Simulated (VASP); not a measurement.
# Nb16H (a cell with a defect) in VASP: single point with PBE

Aim: the single point of Nb16H (a cell with a defect) with PBE.

Everything below comes from runs of VASP 6.6.1. Logs are shortened: lines on timing, memory, paths and dates and some standing lists are left out, and cuts for length are marked.

### Step 1. The cell of the first run

The cell holds a defect, 17 atoms: a = 6.600 Å, b = 6.600 Å, c = 6.600 Å, α = 90.00°, β = 90.00°, γ = 90.00°.

### Step 2. Single point, PBE

The input, INCAR:

```
PREC = Accurate
ENCUT = 520
EDIFF = 1E-6
ISMEAR = 0
SIGMA = 0.1
LREAL = Auto
LASPH = T
NELM = 60
ALGO = Normal
ISIF = 2
LWAVE = F
LCHARG = F
GGA = PE
NBANDS = 118
```

The input, KPOINTS:

```
Automatic mesh
0
Gamma
  3 3 3
```

The input, POSCAR:

```
Nb16H
1.0
    6.6000000000      0.0000000000      0.0000000000
    0.0000000000      6.6000000000      0.0000000000
    0.0000000000      0.0000000000      6.6000000000
Nb H
16 1
Direct
    0.0017463636      0.0003098485     -0.0004654545
    0.5024322727     -0.0007216667      0.0016468182
    0.0017513636      0.5004642424     -0.0004660606
   -0.0058377273      0.0118495455      0.4970100000
    0.2482690909      0.2503916667      0.2490503030
    0.5024380303      0.5014868182      0.0016469697
    0.4995727273      0.0007186364      0.5008666667
    0.7467627273      0.2503907576      0.2463374242
   -0.0058331818      0.4889363636      0.4970110606
    0.2503481818      0.7503918182      0.2528468182
    0.2501974242      0.2503853030      0.7500304545
    0.4995780303      0.5000557576      0.5008693939
    0.7489330303      0.7503895455      0.2489845455
    0.7489063636      0.2503836364      0.7479875758
    0.2577516667      0.7503850000      0.7589368182
    0.7512503030      0.7503833333      0.7508743939
    0.0801724242      0.7503910606      0.5377931818
```

Potentials or basis: VASP PAW PBE potentials, release 64 (Nb_sv, H).

On the command line:

```bash
$ cat potpaw_PBE.64/Nb_sv/POTCAR potpaw_PBE.64/H/POTCAR > POTCAR
$ mpirun -np 1 vasp_std > vasp.out
```

OUTCAR:

```text
PREC = Accurate
   ENCUT = 520
   EDIFF = 1E-6
   ISMEAR = 0
   LREAL = Auto
   LASPH = T
   NELM = 60
   ISIF = 2
   GGA = PE

 ion  position               nearest neighbor table
   1  0.002  0.000  1.000-   5 2.84  15 2.85  11 2.85  16 2.85  10 2.86   8 2.87  13 2.87  14 2.87

   2  0.502  0.999  0.002-  15 2.81   8 2.82  13 2.83  16 2.85  14 2.86  10 2.87   5 2.87  11 2.88

   3  0.002  0.500  1.000-   5 2.84  15 2.85  11 2.85  16 2.85  10 2.86   8 2.87  13 2.87  14 2.87
[... 23 lines left out ...]
  15  0.258  0.750  0.759-  17 1.87   2 2.81   6 2.81   3 2.85   1 2.85  12 2.86   7 2.86   9 3.00
                             4 3.00
  16  0.751  0.750  0.751-   6 2.85   2 2.85   3 2.85   1 2.85  12 2.87   7 2.87   9 2.89   4 2.89

  17  0.080  0.750  0.538-   9 1.84   4 1.84  15 1.87

  LATTYP: Found a simple cubic cell.
 ALAT       =     6.6000000000

  Lattice vectors:

 A1 = (   6.6000000000,   0.0000000000,   0.0000000000)
 A2 = (   0.0000000000,   6.6000000000,   0.0000000000)
 A3 = (   0.0000000000,   0.0000000000,   6.6000000000)

Analysis of symmetry for initial positions (statically):
=====================================================================
 Subroutine PRICEL returns:
 Original cell was already a primitive cell.

 Routine SETGRP: Setting up the symmetry group for a
 simple cubic supercell.

 Subroutine GETGRP returns: Found  1 space group operations
 (whereof  1 operations were pure point group operations)
 out of a pool of 48 trial point group operations.

The static configuration has the point symmetry C_1 .

Analysis of symmetry for dynamics (positions and initial velocities):
=====================================================================
 Subroutine PRICEL returns:
 Original cell was already a primitive cell.

 Routine SETGRP: Setting up the symmetry group for a
 simple cubic supercell.

 Subroutine GETGRP returns: Found  1 space group operations
 (whereof  1 operations were pure point group operations)
 out of a pool of 48 trial point group operations.

The dynamic configuration has the point symmetry C_1 .

 Subroutine INISYM returns: Found  1 space group operations
 (whereof  1 operations are pure point group operations),
 and found     1 'primitive' translations

[... 115 lines left out ...]
   EDIFFG = 0.1E-04   stopping-criterion for IOM
   NSW    =      0    number of steps for IOM
   IBRION =     -1    ionic relax: 0-MD 1-quasi-New 2-CG
   NFREE  =      0    steps in history (QN), initial steepest desc. (CG)
   ISIF   =      2    stress and relaxation
   ISYM   =      2    0-nonsym 1-usesym 2-fastsym
   POTIM  = 0.5000    time-step for ionic-motion
   TEBEG  =    0.0;   TEEND  =   0.0 temperature during run
   PSTRESS=    0.0 pullay stress
   NELECT =     209.0000    total number of electrons
   NUPDOWN=      -1.0000    fix difference up-down
   EMIN   =  10.00;   EMAX   =-10.00  energy-range for DOS
   EFERMI =   0.00;   METHOD = LEGACY
   ISMEAR =     0;   SIGMA  =   0.10  broadening in eV -4-tet -1-fermi 0-gaus
   EFERMI_NEDOS =   21; number of points for ismear=-14 and -15
   IALGO  =     38    algorithm
   IMIX   =      4    mixing-type and parameters
     AMIX     =   0.40;   BMIX     =  1.00
     AMIX_MAG =   1.60;   BMIX_MAG =  1.00
  volume/ion in A,a.u.               =      16.91       114.12
  Fermi-wavevector in a.u.,A,eV,Ry     =   1.472018  2.781710 29.481589  2.166836
  Thomas-Fermi vector in A             =   2.587083
   LORBIT       =      0    0 simple, 1 ext, 2 COOP (PROOUT), +10 PAW based schemes
   GGA     = PE    functional components
   LHFCALC =     F    Hartree Fock is set to
   AEXX    =    0.0000 exact exchange contribution
   IVDW    =     0    specifies the selected vdW correction
   LEPSILON=     F    determine dielectric tensor
   LRPA    =     F    only Hartree local field effects (RPA)
 non-spin polarized calculation
 Gauss-broadening in eV      SIGMA  =   0.10
  energy-cutoff  :      520.00
  volume of cell :      287.50
 maximum number of plane-waves:      7809
 NGX is ok and might be reduce to    50
   NGX = 25   NGY = 25   NGZ = 25

 number of electron     209.0000019 magnetization

 Free energy of the ion-electron system (eV)
  ---------------------------------------------------
  ext. energy  EPLUGINS =         0.00000000
  ---------------------------------------------------
  free energy    TOTEN  =      -167.35444488 eV

  energy without entropy =     -167.29758682  energy(sigma->0) =     -167.32601585

 E-fermi :  11.2479     XC(G=0): -12.5424

 val. band max:       11.2335103910   @ k =   0.3333   0.0000   0.3333
 cond. band min:      11.2677571807   @ k =   0.3333   0.3333   0.0000
 fundamental gap:      0.0342467897
 Fermi energy:        11.2479358487

 k-point     1 :       0.0000    0.0000    0.0000
  band No.  band energies     occupation
      1     -43.0809      2.00000
      2     -42.9078      2.00000
      3     -42.8912      2.00000
      4     -42.8697      2.00000
      5     -42.8495      2.00000
      6     -42.8486      2.00000
[... 1655 lines left out ...]
    115      13.6576      0.00000
    116      13.7202      0.00000
 [bands above 116 left out]

------------------------ aborting loop because EDIFF is reached ----------------------------------------

  FORCE on cell =-STRESS in cart. coord.  units (eV):
  Direction    XX          YY          ZZ          XY          YZ          ZX
  --------------------------------------------------------------------------------------
  -------------------------------------------------------------------------------------
  Total        3.2086052      6.0409892      2.9382405      0.0017450     -0.0010242      1.0077174
  in kB       17.8811339     33.6656368     16.3744271      0.0097248     -0.0057078      5.6158763
  external PRESSURE =      22.6403993 kB  Pullay stress =       0.0000000 kB

 VOLUME and BASIS-vectors are now :
 -----------------------------------------------------------------------------
  energy-cutoff  :      520.00
  volume of cell :      287.50
      direct lattice vectors                 reciprocal lattice vectors
     6.600000000  0.000000000  0.000000000     0.151515152  0.000000000  0.000000000
     0.000000000  6.600000000  0.000000000     0.000000000  0.151515152  0.000000000
     0.000000000  0.000000000  6.600000000     0.000000000  0.000000000  0.151515152

 POSITION                                       TOTAL-FORCE (eV/Angst)
 -----------------------------------------------------------------------------------
      0.01153      0.00205      6.59693        -0.000302     -0.001345      0.011769
      3.31605      6.59524      0.01087        -0.013335     -0.014300      0.017301
      0.01156      3.30306      6.59692        -0.000533      0.001631      0.011723
      6.56147      0.07821      3.28027        -0.041033      0.006977      0.048100
      1.63858      1.65259      1.64373        -0.025308     -0.000027      0.029523
      3.31609      3.30981      0.01087        -0.013549      0.014859      0.017618
[... 9 lines left out ...]
      4.95825      4.95253      4.95577        -0.031011      0.000040      0.020094
      0.52914      4.95258      3.54943         0.311536      0.000429     -0.290526
 -----------------------------------------------------------------------------------
    total drift:                                0.003558     -0.002023     -0.001102

  FREE ENERGIE OF THE ION-ELECTRON SYSTEM (eV)
  ---------------------------------------------------
  free  energy   TOTEN  =      -167.3544448751 eV

  energy  without entropy=     -167.2975868220  energy(sigma->0) =     -167.32601585
```

OSZICAR:

```text
N       E                     dE             d eps       ncg     rms          rms(c)
DAV:   1     0.314637922528E+04    0.31464E+04   -0.11462E+05  3304   0.188E+03
DAV:   2     0.128616566294E+03   -0.30178E+04   -0.29667E+04  3724   0.828E+02
DAV:   3    -0.143459569056E+03   -0.27208E+03   -0.26309E+03  5240   0.171E+02
DAV:   4    -0.171957949560E+03   -0.28498E+02   -0.27056E+02  5664   0.495E+01
DAV:   5    -0.174120911914E+03   -0.21630E+01   -0.20819E+01  5512   0.138E+01    0.294E+01
DAV:   6    -0.167916552945E+03    0.62044E+01   -0.14673E+01  4680   0.166E+01    0.101E+01
DAV:   7    -0.167306901102E+03    0.60965E+00   -0.65453E+00  4920   0.109E+01    0.426E+00
DAV:   8    -0.167278894184E+03    0.28007E-01   -0.14029E+00  4952   0.545E+00    0.368E+00
DAV:   9    -0.167353071469E+03   -0.74177E-01   -0.36105E-01  5376   0.291E+00    0.131E+00
DAV:  10    -0.167361103386E+03   -0.80319E-02   -0.24693E-01  5336   0.255E+00    0.569E-01
DAV:  11    -0.167354085622E+03    0.70178E-02   -0.47636E-02  4928   0.114E+00    0.139E-01
DAV:  12    -0.167354467009E+03   -0.38139E-03   -0.58524E-03  5440   0.300E-01    0.107E-01
DAV:  13    -0.167354484268E+03   -0.17259E-04   -0.76141E-04  5216   0.144E-01    0.439E-02
DAV:  14    -0.167354462734E+03    0.21534E-04   -0.17362E-04  5528   0.696E-02    0.270E-02
DAV:  15    -0.167354452687E+03    0.10047E-04   -0.37573E-05  5608   0.285E-02    0.162E-02
DAV:  16    -0.167354447142E+03    0.55446E-05   -0.10772E-05  4384   0.190E-02    0.704E-03
DAV:  17    -0.167354445503E+03    0.16394E-05   -0.16444E-06  2280   0.904E-03    0.428E-03
DAV:  18    -0.167354444875E+03    0.62765E-06   -0.77534E-07  2168   0.516E-03
   1 F= -.16735444E+03 E0= -.16732602E+03  d E =-.568581E-01
```

It took 12 min on 1 thread of Intel Xeon 6975P-C (Granite Rapids), shared host; peak memory 0.52 GiB.

What came out:

| Quantity | Value |
| --- | --- |
| Free energy | -167.3544 eV |
| Pressure | 2.3 GPa |
| Largest force | 0.426 eV/Å |
| Band gap on the k mesh | zero (an odd number of electrons rules out a gap without spin polarisation) |

Forces in eV/Å, atoms in the order of the input:
```
Nb   0.000 -0.001  0.012
Nb  -0.013 -0.014  0.017
Nb  -0.001  0.002  0.012
Nb  -0.041  0.007  0.048
Nb  -0.025  0.000  0.030
Nb  -0.014  0.015  0.018
Nb  -0.022  0.006  0.014
Nb  -0.022 -0.001  0.010
Nb  -0.042 -0.008  0.049
Nb  -0.006  0.000  0.008
Nb  -0.010  0.000  0.016
Nb  -0.022 -0.006  0.013
Nb  -0.019  0.000  0.008
Nb  -0.014  0.000  0.010
Nb  -0.028  0.000  0.007
Nb  -0.031  0.000  0.020
H    0.312  0.000 -0.291
```

Stress tensor (GPa, compression positive):
```
1.79 0.00 0.56
0.00 3.37 0.00
0.56 0.00 1.64
```

Levels at points of the mesh, in eV from the Fermi level:
```
           k point  band 99  band 100  band 101  band 102  band 103  band 104  band 105  band 106  band 107  band 108
(0.00, 0.00, 0.00)     0.35      0.38      0.67      0.86      0.90      0.90      0.93      0.95      0.96      0.99
```

The gap in the log of VASP goes by the Fermi energy; the results here count the filled bands.